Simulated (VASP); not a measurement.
# PbO2 (Fm-3m) in VASP: notebook

Aim: see how the results for PbO2 move with the level of theory and the settings. Levels: PBE, BLYP. Tasks: single point.

Everything below comes from runs of VASP 6.6.1. Logs are shortened: lines on timing, memory, paths and dates and some standing lists are left out, and cuts for length are marked.

## Step 1: The cell of the first run

Symmetry: Fm-3m, No. 225, cubic system. The conventional cell has a = 5.629 Å, b = 5.629 Å, c = 5.629 Å, α = 90.00°, β = 90.00°, γ = 90.00°. Within 3.2 Å of Pb (site symmetry m-3m) lie 8 O at 2.44 Å. O (site symmetry -43m) has 4 Pb at 2.44 Å and 6 O at 2.81 Å within 3.2 Å.

## Step 2: Single point, PBE

The input, INCAR:

```
SYSTEM = PbO2
PREC = Accurate
ENCUT = 520
EDIFF = 1E-6
ISMEAR = 0
SIGMA = 0.1
LREAL = .FALSE.
LASPH = .TRUE.
NELM = 80
ALGO = Normal
ISIF = 2
LWAVE = .FALSE.
LCHARG = .TRUE.
GGA = PE
LELF = .TRUE.
LVHAR = .TRUE.
NBANDS = 20
```

The input, KPOINTS:

```
Automatic mesh
0
G
  6 6 6
  0 0 0
```

The input, POSCAR:

```
PbO2
1.0
    0.0000000000      2.8143420090      2.8143420090
    2.8143420090      0.0000000000      2.8143420090
    2.8143420090      2.8143420090      0.0000000000
Pb O
1 2
Direct
    0.0000000000      0.0000000000      0.0000000000
    0.2500000000      0.2500000000      0.2500000000
    0.7500000000      0.7500000000      0.7500000000
```

Potentials or basis: VASP PAW PBE potentials, release 64 (Pb_d, O).

On the command line:

```
$ cat potpaw_PBE.64/Pb_d/POTCAR potpaw_PBE.64/O/POTCAR > POTCAR
$ mpirun -np 1 vasp_std > vasp.out
```

OUTCAR:

```text
SYSTEM = PbO2
   PREC = Accurate
   ENCUT = 520
   EDIFF = 1E-6
   ISMEAR = 0
   LREAL = .FALSE.
   LASPH = .TRUE.
   NELM = 80
   ISIF = 2
   GGA = PE

 ion  position               nearest neighbor table
   1  0.000  0.000  0.000-   3 2.44   3 2.44   3 2.44   2 2.44   3 2.44   2 2.44   2 2.44   2 2.44

   2  0.250  0.250  0.250-   1 2.44   1 2.44   1 2.44   1 2.44
   3  0.750  0.750  0.750-   1 2.44   1 2.44   1 2.44   1 2.44

  LATTYP: Found a face centered cubic cell.
 ALAT       =     5.6286840180

  Lattice vectors:

 A1 = (   0.0000000000,   2.8143420090,   2.8143420090)
 A2 = (   2.8143420090,   0.0000000000,   2.8143420090)
 A3 = (   2.8143420090,   2.8143420090,   0.0000000000)

Analysis of symmetry for initial positions (statically):
=====================================================================
 Subroutine PRICEL returns:
 Original cell was already a primitive cell.

 Routine SETGRP: Setting up the symmetry group for a
 face centered cubic supercell.

 Subroutine GETGRP returns: Found 48 space group operations
[... 9 lines left out ...]

 Routine SETGRP: Setting up the symmetry group for a
 face centered cubic supercell.

 Subroutine GETGRP returns: Found 48 space group operations
[... 11 lines left out ...]
                                     Primitive cell

  volume of cell :      44.5821

  direct lattice vectors                    reciprocal lattice vectors
     0.000000000  2.814342009  2.814342009    -0.177661421  0.177661421  0.177661421
     2.814342009  0.000000000  2.814342009     0.177661421 -0.177661421  0.177661421
     2.814342009  2.814342009  0.000000000     0.177661421  0.177661421 -0.177661421

  length of vectors
     3.980080638  3.980080638  3.980080638     0.307718607  0.307718607  0.307718607

  position of ions in fractional coordinates (direct lattice)
     0.000000000  0.000000000  0.000000000
     0.250000000  0.250000000  0.250000000
     0.750000000  0.750000000  0.750000000

  ion indices of the primitive-cell ions
   primitive index   ion index
                 1           1
                 2           2
                 3           3

----------------------------------------------------------------------------------------

 KPOINTS: Automatic mesh

Automatic generation of k-mesh.
 Grid dimensions read from file:
 generate k-points for:    6    6    6

[... 47 lines left out ...]
   ICHARG =      2    charge: 1-file 2-atom 10-const
   ISPIN  =      1    spin polarized calculation?
   LNONCOLLINEAR =      F non collinear calculations
   LSORBIT =      F    spin-orbit coupling
   LASPH  =      T    aspherical Exc in radial PAW
   ENCUT  =  520.0 eV  38.22 Ry    6.18 a.u.   7.40  7.40  7.40*2*pi/ulx,y,z
   NELM   =     80;   NELMIN=  2; NELMDL= -5     # of ELM steps
   EDIFF  = 0.1E-05   stopping-criterion for ELM
   LREAL  =      F    real-space projection
   EDIFFG = 0.1E-04   stopping-criterion for IOM
   NSW    =      0    number of steps for IOM
   IBRION =     -1    ionic relax: 0-MD 1-quasi-New 2-CG
   NFREE  =      0    steps in history (QN), initial steepest desc. (CG)
   ISIF   =      2    stress and relaxation
   ISYM   =      2    0-nonsym 1-usesym 2-fastsym
   POTIM  = 0.5000    time-step for ionic-motion
   TEBEG  =    0.0;   TEEND  =   0.0 temperature during run
   PSTRESS=    0.0 pullay stress
   NELECT =      26.0000    total number of electrons
   NUPDOWN=      -1.0000    fix difference up-down
   EMIN   =  10.00;   EMAX   =-10.00  energy-range for DOS
   EFERMI =   0.00;   METHOD = LEGACY
   ISMEAR =     0;   SIGMA  =   0.10  broadening in eV -4-tet -1-fermi 0-gaus
   EFERMI_NEDOS =   21; number of points for ismear=-14 and -15
   IALGO  =     38    algorithm
   IMIX   =      4    mixing-type and parameters
     AMIX     =   0.40;   BMIX     =  1.00
     AMIX_MAG =   1.60;   BMIX_MAG =  1.00
  volume/ion in A,a.u.               =      14.86       100.28
  Fermi-wavevector in a.u.,A,eV,Ry     =   1.367768  2.584707 25.453630  1.870789
  Thomas-Fermi vector in A             =   2.493791
   LORBIT       =      0    0 simple, 1 ext, 2 COOP (PROOUT), +10 PAW based schemes
   GGA     = PE    functional components
   LHFCALC =     F    Hartree Fock is set to
   AEXX    =    0.0000 exact exchange contribution
   IVDW    =     0    specifies the selected vdW correction
   LEPSILON=     F    determine dielectric tensor
   LRPA    =     F    only Hartree local field effects (RPA)
 non-spin polarized calculation
 Gauss-broadening in eV      SIGMA  =   0.10
  energy-cutoff  :      520.00
  volume of cell :       44.58
 maximum number of plane-waves:      1243
 NGX is ok and might be reduce to    30
   NGX = 15   NGY = 15   NGZ = 15

 number of electron      26.0000011 magnetization

 Free energy of the ion-electron system (eV)
  ---------------------------------------------------
  ext. energy  EPLUGINS =         0.00000000
  ---------------------------------------------------
  free energy    TOTEN  =       -15.41049018 eV

  energy without entropy =      -15.40538099  energy(sigma->0) =      -15.40793559

 E-fermi :   4.1579     XC(G=0): -10.4938

 val. band max:        4.1458120344   @ k =  -0.3333   0.5000   0.1667
 cond. band min:       4.3214687723   @ k =   0.1667   0.0000   0.0000
 fundamental gap:      0.1756567378
 Fermi energy:         4.1578798887

 k-point     1 :       0.0000    0.0000    0.0000
  band No.  band energies     occupation
      1     -13.4625      2.00000
      2     -11.3990      2.00000
      3     -11.3990      2.00000
      4     -11.3990      2.00000
      5     -11.3394      2.00000
      6     -11.2708      2.00000
[... 357 lines left out ...]
     19      19.9231      0.00000
     20      20.6830      0.00000

------------------------ aborting loop because EDIFF is reached ----------------------------------------

  FORCE on cell =-STRESS in cart. coord.  units (eV):
  Direction    XX          YY          ZZ          XY          YZ          ZX
  --------------------------------------------------------------------------------------
  -------------------------------------------------------------------------------------
  Total       -3.1926705     -3.1926705     -3.1926705      0.0000000     -0.0000000      0.0000000
  in kB     -114.7371522   -114.7371522   -114.7371522      0.0000000     -0.0000000      0.0000000
  external PRESSURE =    -114.7371522 kB  Pullay stress =       0.0000000 kB

 VOLUME and BASIS-vectors are now :
 -----------------------------------------------------------------------------
  energy-cutoff  :      520.00
  volume of cell :       44.58
      direct lattice vectors                 reciprocal lattice vectors
     0.000000000  2.814342009  2.814342009    -0.177661421  0.177661421  0.177661421
     2.814342009  0.000000000  2.814342009     0.177661421 -0.177661421  0.177661421
     2.814342009  2.814342009  0.000000000     0.177661421  0.177661421 -0.177661421

 POSITION                                       TOTAL-FORCE (eV/Angst)
 -----------------------------------------------------------------------------------
      0.00000      0.00000      0.00000        -0.000000     -0.000000     -0.000000
      1.40717      1.40717      1.40717         0.000000      0.000000      0.000000
      4.22151      4.22151      4.22151        -0.000000     -0.000000     -0.000000
 -----------------------------------------------------------------------------------
    total drift:                                0.000000     -0.000000      0.000000

  FREE ENERGIE OF THE ION-ELECTRON SYSTEM (eV)
  ---------------------------------------------------
  free  energy   TOTEN  =       -15.4104901793 eV

  energy  without entropy=      -15.4053809907  energy(sigma->0) =      -15.40793559
```

OSZICAR:

```text
N       E                     dE             d eps       ncg     rms          rms(c)
DAV:   1     0.250381805052E+03    0.25038E+03   -0.13459E+04   664   0.150E+03
DAV:   2     0.448863265951E+01   -0.24589E+03   -0.23401E+03   700   0.414E+02
DAV:   3    -0.172989429888E+02   -0.21788E+02   -0.21332E+02   784   0.125E+02
DAV:   4    -0.179313642639E+02   -0.63242E+00   -0.63196E+00   696   0.220E+01
DAV:   5    -0.179507686131E+02   -0.19404E-01   -0.19403E-01   844   0.404E+00    0.911E+00
DAV:   6    -0.154770690655E+02    0.24737E+01   -0.11664E+01   952   0.365E+01    0.335E+00
DAV:   7    -0.154157251579E+02    0.61344E-01   -0.66076E-01   728   0.923E+00    0.168E+00
DAV:   8    -0.154216987882E+02   -0.59736E-02   -0.22034E-01   656   0.410E+00    0.922E-01
DAV:   9    -0.154097404070E+02    0.11958E-01   -0.31516E-02   808   0.167E+00    0.195E-01
DAV:  10    -0.154103941323E+02   -0.65373E-03   -0.53414E-03   680   0.510E-01    0.694E-02
DAV:  11    -0.154104757030E+02   -0.81571E-04   -0.22647E-04   740   0.123E-01    0.217E-02
DAV:  12    -0.154104895627E+02   -0.13860E-04   -0.28699E-05   676   0.483E-02    0.893E-03
DAV:  13    -0.154104901793E+02   -0.61659E-06   -0.56889E-06   660   0.203E-02
   1 F= -.15410490E+02 E0= -.15407936E+02  d E =-.510919E-02
```

Wall time 8.2 s (1 thread of Intel Xeon 6975P-C (Granite Rapids), shared host); peak memory 0.16 GiB.

Results:

| Quantity | Value |
| --- | --- |
| Free energy | -15.4105 eV |
| Pressure | -11.5 GPa |
| Band gap on the k mesh | zero (band 13 reaches 4.15 eV, above the bottom of band 14 at 3.18 eV) |

Levels at points of the mesh, in eV from the Fermi level:
| k point | band 10 | band 11 | band 12 | band 13 | band 14 | band 15 | band 16 | band 17 |
| --- | --- | --- | --- | --- | --- | --- | --- | --- |
| (0.00, 0.00, 0.00) | -1.74 | -1.74 | -0.98 | -0.98 | -0.98 | 6.62 | 6.62 | 6.62 |
| (0.50, 0.00, 0.00) | -2.30 | -2.30 | -1.22 | -1.22 | 1.90 | 6.60 | 8.60 | 8.60 |
| (0.50, 0.50, 0.00) | -3.76 | -0.14 | -0.12 | -0.12 | 1.15 | 5.47 | 9.22 | 9.66 |

Caveat: spin-orbit coupling is left out, which moves the levels of the heavy elements.

## Step 3: Single point, PBE

This run uses another cell than the first one, of 13.15 Å³/atom, 0.885 times its volume.

The input, INCAR:

```
PREC = Accurate
ENCUT = 520
EDIFF = 1E-6
ISMEAR = -1
SIGMA = 0.025851999786435532
LREAL = False
LASPH = True
NELM = 80
ALGO = Normal
ISIF = 2
LWAVE = False
LCHARG = False
GGA = PE
NBANDS = 20
ISYM = 0
```

The input, KPOINTS:

```
Automatic mesh
0
Gamma
  4 4 4
  0.5 0.5 0.5
```

The input, POSCAR:

```
PbO2
1.0
    0.0000000000      2.7019920000      2.7019920000
    2.7019920000      0.0000000000      2.7019920000
    2.7019920000      2.7019920000      0.0000000000
Pb O
1 2
Direct
    0.0000000000      0.0000000000      0.0000000000
    0.2500000000      0.2500000000      0.2500000000
    0.7500000000      0.7500000000      0.7500000000
```

Potentials or basis: VASP PAW PBE potentials, release 64 (Pb_d, O).

On the command line:

```
$ cat potpaw_PBE.64/Pb_d/POTCAR potpaw_PBE.64/O/POTCAR > POTCAR
$ mpirun -np 1 vasp_std > vasp.out
```

It took 51 s on 1 thread of Intel Xeon Platinum 8488C (Sapphire Rapids), shared host; peak memory 0.22 GiB.

The run converged. Its results:

| Item | Value |
| --- | --- |
| Free energy | -15.6066 eV |
| Pressure | 0.4 GPa |
| Band gap on the k mesh | 0.13 eV, indirect (least direct gap 1.18 eV) |

Levels at points of the mesh, in eV from the valence-band top:
```csv
k point,band 10,band 11,band 12,band 13,band 14,band 15,band 16,band 17
"(0.12, 0.12, 0.12)",-1.92,-1.92,-1.04,-1.04,0.13,6.88,7.49,7.49
```

Caveat: spin-orbit coupling is left out, which moves the levels of the heavy elements.

(Continued in part 2 of 2.)
